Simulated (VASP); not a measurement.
# Si2Mo (I4/mmm) in VASP: further runs

The runs below take Si2Mo through single point, with r2SCAN.

Everything below comes from runs of VASP 6.6.1. Logs are shortened: lines on timing, memory, paths and dates and some standing lists are left out, and cuts for length are marked.

### Step 1. The cell of the first run

The structure is tetragonal, space group I4/mmm (No. 139). The conventional cell has a = 3.236 Å, b = 3.236 Å, c = 7.883 Å, α = 90.00°, β = 90.00°, γ = 90.00°. Si (site symmetry 4mm) has 9 Si at 2.59 to 3.24 Å and 5 Mo at 2.63 to 2.65 Å within 3.4 Å. Mo (site symmetry 4/mmm) has 10 Si at 2.63 to 2.65 Å and 4 Mo at 3.24 Å within 3.5 Å.

### Step 2. Single point, r2SCAN (13.76 Å³/atom)

Input file POSCAR:

```
Si2Mo
1.0
   -1.6180701982      1.6180701982      3.9414858390
    1.6180701982     -1.6180701982      3.9414858390
    1.6180701982      1.6180701982     -3.9414858390
Si Mo
2 1
Direct
    0.3357565522      0.3357565522      0.0000000000
    0.6642434478      0.6642434478      0.0000000000
    0.0000000000      0.0000000000      0.0000000000
```

Input file INCAR.step1:

```
PREC = Accurate ; ENCUT = 520
ISMEAR = 0 ; SIGMA = 0.1
LREAL = False ; LASPH = True
NELM = 60 ; NBANDS = 18
GGA = PE ; ALGO = Normal
EDIFF = 1E-4 ; LWAVE = True
LCHARG = False
```

Input file INCAR.step2:

```
PREC = Accurate ; ENCUT = 520
EDIFF = 1E-6 ; ISMEAR = 0
SIGMA = 0.1 ; LREAL = False
LASPH = True ; NELM = 60
ALGO = Normal ; ISIF = 2
LWAVE = False ; LCHARG = False
METAGGA = R2SCAN ; LMIXTAU = True
NBANDS = 18 ; ISTART = 1
```

Input file KPOINTS:

```
Automatic mesh
0
Gamma
  18 18 18
```

Potentials or basis: VASP PAW PBE potentials, release 64 (Si, Mo_sv).

Launch:

```
$ cat potpaw_PBE.64/Si/POTCAR potpaw_PBE.64/Mo_sv/POTCAR > POTCAR
$ cp INCAR.step1 INCAR
$ mpirun -np 1 vasp_std > vasp.out
$ cp INCAR.step2 INCAR
$ mpirun -np 1 vasp_std > vasp.out
```

OUTCAR:

```text
PREC = Accurate
   ENCUT = 520
   EDIFF = 1E-6
   ISMEAR = 0
   LREAL = False
   LASPH = True
   NELM = 60
   ISIF = 2
   METAGGA = R2SCAN
   ISTART = 1

 ion  position               nearest neighbor table
   1  0.336  0.336  0.000-   2 2.59   3 2.63   3 2.63   3 2.63   3 2.63   3 2.65   2 2.66   2 2.66
                             2 2.66   2 2.66
   2  0.664  0.664  0.000-   1 2.59   3 2.63   3 2.63   3 2.63   3 2.63   3 2.65   1 2.66   1 2.66
                             1 2.66   1 2.66
   3  0.000  0.000  0.000-   2 2.63   2 2.63   1 2.63   2 2.63   1 2.63   1 2.63   2 2.63   1 2.63
                             1 2.65   2 2.65

  LATTYP: Found a body centered tetragonal cell.
 ALAT       =     3.2361403964
 C/A-ratio  =     2.4359177021

  Lattice vectors:

 A1 = (  -1.6180701982,   1.6180701982,   3.9414858390)
 A2 = (   1.6180701982,  -1.6180701982,   3.9414858390)
 A3 = (   1.6180701982,   1.6180701982,  -3.9414858390)

Analysis of symmetry for initial positions (statically):
=====================================================================
 Subroutine PRICEL returns:
 Original cell was already a primitive cell.

 Routine SETGRP: Setting up the symmetry group for a
 body centered tetragonal supercell.

 Subroutine GETGRP returns: Found 16 space group operations
 (whereof 16 operations were pure point group operations)
 out of a pool of 16 trial point group operations.

The static configuration has the point symmetry D_4h.

Analysis of symmetry for dynamics (positions and initial velocities):
=====================================================================
 Subroutine PRICEL returns:
 Original cell was already a primitive cell.

 Routine SETGRP: Setting up the symmetry group for a
 body centered tetragonal supercell.

 Subroutine GETGRP returns: Found 16 space group operations
 (whereof 16 operations were pure point group operations)
 out of a pool of 16 trial point group operations.

The dynamic configuration has the point symmetry D_4h.

 Subroutine INISYM returns: Found 16 space group operations
 (whereof 16 operations are pure point group operations),
 and found     1 'primitive' translations

----------------------------------------------------------------------------------------

                                     Primitive cell

  volume of cell :      41.2776

  direct lattice vectors                    reciprocal lattice vectors
    -1.618070198  1.618070198  3.941485839     0.000000000  0.309010079  0.126855714
     1.618070198 -1.618070198  3.941485839     0.309010079  0.000000000  0.126855714
     1.618070198  1.618070198 -3.941485839     0.309010079  0.309010079  0.000000000

  length of vectors
     4.557588502  4.557588502  4.557588502     0.334035329  0.334035329  0.437006245

  position of ions in fractional coordinates (direct lattice)
     0.335756552  0.335756552  0.000000000
     0.664243448  0.664243448  0.000000000
     0.000000000  0.000000000  0.000000000

  ion indices of the primitive-cell ions
   primitive index   ion index
                 1           1
                 2           2
                 3           3

----------------------------------------------------------------------------------------

 KPOINTS: Automatic mesh

Automatic generation of k-mesh.
 Grid dimensions read from file:
 generate k-points for:   18   18   18

 Generating k-lattice:

  Cartesian coordinates                     Fractional coordinates (reciprocal lattice)
     0.000000000  0.017167227  0.007047540     0.055555556 -0.000000000  0.000000000
     0.017167227  0.000000000  0.007047540    -0.000000000  0.055555556  0.000000000
     0.017167227  0.017167227  0.000000000     0.000000000  0.000000000  0.055555556

  Length of vectors
     0.018557518  0.018557518  0.024278125

  Shift w.r.t. Gamma in fractional coordinates (k-lattice)
     0.000000000  0.000000000  0.000000000

 Subroutine IBZKPT returns following result:
 ===========================================

 Found    480 irreducible k-points:

 Following reciprocal coordinates:
            Coordinates               Weight
  0.000000  0.000000  0.000000      1.000000
  0.055556 -0.000000  0.000000      8.000000
  0.111111 -0.000000  0.000000      8.000000
  0.166667 -0.000000  0.000000      8.000000
  0.222222 -0.000000  0.000000      8.000000
  0.277778 -0.000000  0.000000      8.000000
[... 16 lines left out ...]
 -0.277778  0.055556 -0.000000     16.000000
 -0.222222  0.055556  0.000000     16.000000
 [... further k-points ...]
   k-points           NKPTS =    480   k-points in BZ     NKDIM =    480   number of bands    NBANDS=     18
   number of dos      NEDOS =    301   number of ions     NIONS =      3
   total plane-waves  NPLWV =  46656
   dimension x,y,z NGX =    36 NGY =   36 NGZ =   36
   dimension x,y,z NGXF=    72 NGYF=   72 NGZF=   72
   ions per type =               2   1
   NGX,Y,Z   is equivalent  to a cutoff of  13.13, 13.13, 13.13 a.u.
   NGXF,Y,Z  is equivalent  to a cutoff of  26.26, 26.26, 26.26 a.u.
 SYSTEM =  unknown system
   PREC   = accura    normal or accurate (medium, high low for compatibility)
   ISTART =      1    job   : 0-new  1-cont  2-samecut
   ICHARG =      0    charge: 1-file 2-atom 10-const
   ISPIN  =      1    spin polarized calculation?
   LNONCOLLINEAR =      F non collinear calculations
   LSORBIT =      F    spin-orbit coupling
   LASPH  =      T    aspherical Exc in radial PAW
   ENCUT  =  520.0 eV  38.22 Ry    6.18 a.u.   8.47  8.47  8.47*2*pi/ulx,y,z
   NELM   =     60;   NELMIN=  2; NELMDL=  0     # of ELM steps
   EDIFF  = 0.1E-05   stopping-criterion for ELM
   LREAL  =      F    real-space projection
   EDIFFG = 0.1E-04   stopping-criterion for IOM
   NSW    =      0    number of steps for IOM
   IBRION =     -1    ionic relax: 0-MD 1-quasi-New 2-CG
   NFREE  =      0    steps in history (QN), initial steepest desc. (CG)
   ISIF   =      2    stress and relaxation
   ISYM   =      2    0-nonsym 1-usesym 2-fastsym
   POTIM  = 0.5000    time-step for ionic-motion
   TEBEG  =    0.0;   TEEND  =   0.0 temperature during run
   PSTRESS=    0.0 pullay stress
   NELECT =      22.0000    total number of electrons
   NUPDOWN=      -1.0000    fix difference up-down
   EMIN   =  10.00;   EMAX   =-10.00  energy-range for DOS
   EFERMI =   0.00;   METHOD = LEGACY
   ISMEAR =     0;   SIGMA  =   0.10  broadening in eV -4-tet -1-fermi 0-gaus
   EFERMI_NEDOS =   21; number of points for ismear=-14 and -15
   IALGO  =     38    algorithm
   IMIX   =      4    mixing-type and parameters
     AMIX     =   0.40;   BMIX     =  1.00
     AMIX_MAG =   1.60;   BMIX_MAG =  1.00
  volume/ion in A,a.u.               =      13.76        92.85
  Fermi-wavevector in a.u.,A,eV,Ry     =   1.327326  2.508282 23.970655  1.761793
  Thomas-Fermi vector in A             =   2.456646
   LORBIT       =      0    0 simple, 1 ext, 2 COOP (PROOUT), +10 PAW based schemes
   METAGGA = R2SCAN    functional components
   LHFCALC =     F    Hartree Fock is set to
   AEXX    =    0.0000 exact exchange contribution
   IVDW    =     0    specifies the selected vdW correction
   LEPSILON=     F    determine dielectric tensor
   LRPA    =     F    only Hartree local field effects (RPA)
 non-spin polarized calculation
 Gauss-broadening in eV      SIGMA  =   0.10
  energy-cutoff  :      520.00
  volume of cell :       41.28
 maximum number of plane-waves:      1138
 NGX is ok and might be reduce to    36
   NGX = 17   NGY = 17   NGZ = 17

 number of electron      22.0000000 magnetization

 Free energy of the ion-electron system (eV)
  ---------------------------------------------------
  ext. energy  EPLUGINS =         0.00000000
  ---------------------------------------------------
  free energy    TOTEN  =       -44.99671020 eV

  energy without entropy =      -44.99562815  energy(sigma->0) =      -44.99616917

 E-fermi :  11.8538     XC(G=0): -13.2492

 val. band max:       11.8500779014   @ k =  -0.3889   0.4444   0.3889
 cond. band min:      11.9358497018   @ k =  -0.3333  -0.3889   0.3333
 fundamental gap:      0.0857718004
 Fermi energy:        11.8538119428

 k-point     1 :       0.0000    0.0000    0.0000
  band No.  band energies     occupation
      1     -50.7971      2.00000
      2     -24.2119      2.00000
      3     -24.1479      2.00000
      4     -24.1479      2.00000
      5      -2.0904      2.00000
      6       5.2658      2.00000
[... 10 lines left out ...]
     17      17.1396      0.00000
     18      17.1396      0.00000

 k-point     2 :       0.0556   -0.0000    0.0000
  band No.  band energies     occupation
      1     -50.7965      2.00000
      2     -24.2114      2.00000
      3     -24.1556      2.00000
      4     -24.1472      2.00000
      5      -2.0321      2.00000
      6       5.2675      2.00000
[... 10 lines left out ...]
     17      17.1728      0.00000
     18      17.5395      0.00000

 k-point     3 :       0.1111   -0.0000    0.0000
  band No.  band energies     occupation
      1     -50.7950      2.00000
      2     -24.2098      2.00000
      3     -24.1776      2.00000
      4     -24.1451      2.00000
      5      -1.8585      2.00000
      6       5.2621      2.00000
[... 10 lines left out ...]
     17      17.3454      0.00000
     18      18.4093      0.00000

 k-point     4 :       0.1667   -0.0000    0.0000
  band No.  band energies     occupation
      1     -50.7926      2.00000
      2     -24.2117      2.00000
      3     -24.2067      2.00000
      4     -24.1419      2.00000
      5      -1.5735      2.00000
      6       5.2107      2.00000
[... 375 lines left out ...]
      4     -24.1371      2.00000
      5      -0.1615      2.00000
      6       4.2478      2.00000
[... 10 lines left out ...]
     17      19.2344      0.00000
     18      20.6102      0.00000

 k-point    23 :      -0.2778    0.0556   -0.0000
  band No.  band energies     occupation
      1     -50.7860      2.00000
      2     -24.2943      2.00000
      3     -24.1990      2.00000
      4     -24.1411      2.00000
      5      -0.7214      2.00000
      6       4.8694      2.00000
[... 10 lines left out ...]
     17      18.9056      0.00000
     18      20.4641      0.00000

 k-point    24 :      -0.2222    0.0556    0.0000
  band No.  band energies     occupation
      1     -50.7891      2.00000
      2     -24.2512      2.00000
      3     -24.2023      2.00000
      4     -24.1453      2.00000
      5      -1.1935      2.00000
      6       5.3058      2.00000
[... 10 lines left out ...]
     17      18.2285      0.00000
     18      20.6740      0.00000

 [... further k-points ...]

------------------------ aborting loop because EDIFF is reached ----------------------------------------

  FORCE on cell =-STRESS in cart. coord.  units (eV):
  Direction    XX          YY          ZZ          XY          YZ          ZX
  --------------------------------------------------------------------------------------
  -------------------------------------------------------------------------------------
  Total       -1.4647387     -1.4647387     -1.4583184      0.0000000     -0.0000000      0.0000000
  in kB      -56.8533495    -56.8533495    -56.6041472      0.0000000     -0.0000000      0.0000000
  external PRESSURE =     -56.7702820 kB  Pullay stress =       0.0000000 kB

 VOLUME and BASIS-vectors are now :
 -----------------------------------------------------------------------------
  energy-cutoff  :      520.00
  volume of cell :       41.28
      direct lattice vectors                 reciprocal lattice vectors
    -1.618070198  1.618070198  3.941485839     0.000000000  0.309010079  0.126855714
     1.618070198 -1.618070198  3.941485839     0.309010079  0.000000000  0.126855714
     1.618070198  1.618070198 -3.941485839     0.309010079  0.309010079  0.000000000

 POSITION                                       TOTAL-FORCE (eV/Angst)
 -----------------------------------------------------------------------------------
      0.00000      0.00000      2.64676        -0.000000      0.000000     -0.000323
      0.00000      0.00000      5.23621         0.000000     -0.000000      0.000323
      0.00000      0.00000      0.00000        -0.000000     -0.000000     -0.000000
 -----------------------------------------------------------------------------------
    total drift:                               -0.000000      0.000000      0.000000

  FREE ENERGIE OF THE ION-ELECTRON SYSTEM (eV)
  ---------------------------------------------------
  free  energy   TOTEN  =       -44.9967101970 eV

  energy  without entropy=      -44.9956281504  energy(sigma->0) =      -44.99616917
```

It took 23 min on 1 thread of AMD EPYC 9R45 (Zen 5), shared host; peak memory 0.44 GiB.

Results:

```
Free energy            : -44.9967 eV
Pressure               : -5.7 GPa
Band gap on the k mesh : zero (bands 11 and 12 overlap by 0.99 eV)
```

Caveat: the cell stands under tension; the PAW data sets were made with another functional, which shifts forces and pressure a little.

### Step 3. Single point, r2SCAN

This run uses another cell than the first one, of 13.36 Å³/atom.

Input file POSCAR:

```
Si2Mo
1.0
   -1.6008747209      1.6008747209      3.9093339435
    1.6008747209     -1.6008747209      3.9093339435
    1.6008747209      1.6008747209     -3.9093339435
Si Mo
2 1
Direct
    0.3352877732      0.3352877732      0.0000000000
    0.6647122268      0.6647122268      0.0000000000
    0.0000000000      0.0000000000      0.0000000000
```

Input file INCAR.step1:

```
  ALGO = Normal
  EDIFF = 1E-4
  ENCUT = 520
  GGA = PE
  ISMEAR = 0
  LASPH = T
  LCHARG = F
  LREAL = F
  LWAVE = T
  NBANDS = 18
  NELM = 80
  PREC = Accurate
  SIGMA = 0.1
```

Input file INCAR.step2:

```
  ALGO = Normal
  EDIFF = 1E-6
  ENCUT = 520
  ISIF = 2
  ISMEAR = 0
  ISTART = 1
  LASPH = T
  LCHARG = F
  LMIXTAU = T
  LREAL = F
  LWAVE = F
  METAGGA = R2SCAN
  NBANDS = 18
  NELM = 80
  PREC = Accurate
  SIGMA = 0.1
```

Input file KPOINTS:

```
k-points
0
Gamma
  18 18 18
```

Potentials or basis: VASP PAW PBE potentials, release 64 (Si, Mo_sv).

Launch:

```
$ cat potpaw_PBE.64/Si/POTCAR potpaw_PBE.64/Mo_sv/POTCAR > POTCAR
$ cp INCAR.step1 INCAR
$ mpirun -np 1 vasp_std > vasp.out
$ cp INCAR.step2 INCAR
$ mpirun -np 1 vasp_std > vasp.out
```

It took 18 min on 1 thread of Intel Xeon Platinum 8488C (Sapphire Rapids), shared host; peak memory 0.46 GiB.

Results (log left out):

```
Free energy            : -45.0171 eV
Pressure               : 0.4 GPa
Largest force          : 0.008 eV/Å
Band gap on the k mesh : zero (bands 11 and 12 overlap by 1.02 eV)
```

Forces in eV/Å, atoms in the order of the input:
```
Si   0.000  0.000 -0.008
Si   0.000  0.000  0.008
Mo   0.000  0.000  0.000
```

Levels at points of the mesh, in eV from the Fermi level:
```
           k point  band 9  band 10  band 11  band 12  band 13  band 14
(0.00, 0.00, 0.00)   -2.81    -2.81     0.35     3.41     3.47     3.66
(0.50, 0.00, 0.00)   -2.79    -2.67    -0.56     2.52     3.27     4.47
(0.50, 0.50, 0.00)   -4.72    -3.25    -1.40     2.59     3.02     3.44
(0.50, 0.50, 0.50)   -0.61    -0.61    -0.57    -0.57     0.49     5.16
```

Caveat: the PAW data sets were made with another functional, which shifts forces and pressure a little.

### Step 4. Single point, r2SCAN

This run uses another cell than the first one, of 13.48 Å³/atom.

Input file POSCAR:

```
Si2Mo
1.0
   -1.6063482313      1.6063482313      3.9194192728
    1.6063482313     -1.6063482313      3.9194192728
    1.6063482313      1.6063482313     -3.9194192728
Si Mo
2 1
Direct
    0.3354534500      0.3354534500      0.0000000000
    0.6645465500      0.6645465500      0.0000000000
    0.0000000000      0.0000000000      0.0000000000
```

Input file INCAR.step1:

```
SYSTEM = Si2Mo
PREC = Accurate
ENCUT = 520
ISMEAR = 0
SIGMA = 0.1
LREAL = .False.
LASPH = .True.
NELM = 80
NBANDS = 18
GGA = PE
ALGO = Normal
EDIFF = 1E-4
LWAVE = .True.
LCHARG = .False.
```

Input file INCAR.step2:

```
SYSTEM = Si2Mo
PREC = Accurate
ENCUT = 520
EDIFF = 1E-6
ISMEAR = 0
SIGMA = 0.1
LREAL = .False.
LASPH = .True.
NELM = 80
ALGO = Normal
ISIF = 2
LWAVE = .False.
LCHARG = .False.
METAGGA = R2SCAN
LMIXTAU = .True.
NBANDS = 18
ISTART = 1
```

Input file KPOINTS:

```
regular mesh
0
Gamma
  18 18 18
  0 0 0
```

Launch:

```
$ cat potpaw_PBE.64/Si/POTCAR potpaw_PBE.64/Mo_sv/POTCAR > POTCAR
$ cp INCAR.step1 INCAR
$ mpirun -np 1 vasp_std > vasp.out
$ cp INCAR.step2 INCAR
$ mpirun -np 1 vasp_std > vasp.out
```

Run time: 17 min. Hardware: 1 thread of Intel Xeon Platinum 8488C (Sapphire Rapids), shared host; peak memory 0.48 GiB.

It converged, with:

- Free energy: -45.0156 eV
- Pressure: -1.6 GPa
- Largest force: 0.009 eV/Å
- Band gap on the k mesh: zero (bands 11 and 12 overlap by 1.01 eV)

Forces on the atoms (eV/Å):
```
Si   0.000  0.000 -0.009
Si   0.000  0.000  0.009
Mo   0.000  0.000  0.000
```

Levels at points of the mesh, in eV from the Fermi level:
```
           k point  band 7  band 8  band 9  band 10  band 11  band 12  band 13  band 14  band 15  band 16
(0.00, 0.00, 0.00)   -3.47   -3.07   -2.78    -2.78     0.34     3.41     3.46     3.62     3.62     4.39
(0.50, 0.00, 0.00)   -5.18   -4.79   -2.77    -2.63    -0.55     2.49     3.25     4.39     4.46     5.80
(0.50, 0.50, 0.00)   -5.98   -5.36   -4.67    -3.21    -1.40     2.56     2.98     3.41     3.58     4.99
(0.50, 0.50, 0.50)   -3.59   -2.23   -0.60    -0.60    -0.57    -0.57     0.48     5.14     5.68     6.54
```

Caveat: the PAW data sets were made with another functional, which shifts forces and pressure a little.

(Continued in part 2 of 2.)
